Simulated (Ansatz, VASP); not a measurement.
# One calculation of KF, two programs

```xyz
4
Lattice="4.6747 0.0000 0.0000 -2.3374 4.0484 0.0000 0.0000 0.0000 5.2014" Properties=species:S:1:pos:R:3 pbc="T T T"
K     0.0000    2.6989   -0.3251
K     2.3374    1.3495    2.2756
F     0.0000    2.6989    2.2756
F     2.3374    1.3495    4.8763
```

Change from the starting cell: epitaxial_xy strain +4.2%.

Alike in both runs: task single point; functional PBE; k mesh 6 × 6 × 6; occupations fermi-dirac, width 0.02 eV; no spin polarisation.

|  | VASP | Ansatz |
| --- | --- | --- |
| version | VASP 6.6.1 | Ansatz 0.2.0 |
| potentials or method | VASP PAW PBE potentials, release 64 (K_sv, F) | plane waves, PAW |
| plane-wave cutoff (eV) | 520 | 420 |
| valence electrons in the cell | 32 | 32 |

Ansatz gave:

```
gap on the k mesh at the Fermi level (eV)                     : 5.11
pressure (GPa)                                                : -0.1
traceless stress, the component that is largest in VASP (GPa) : 1.50
```

Question: Which values does VASP return?

Answer: gap on the k mesh at the Fermi level (eV): 5.09; pressure (GPa): -0.1; traceless stress, the component that is largest in VASP (GPa): 1.57.
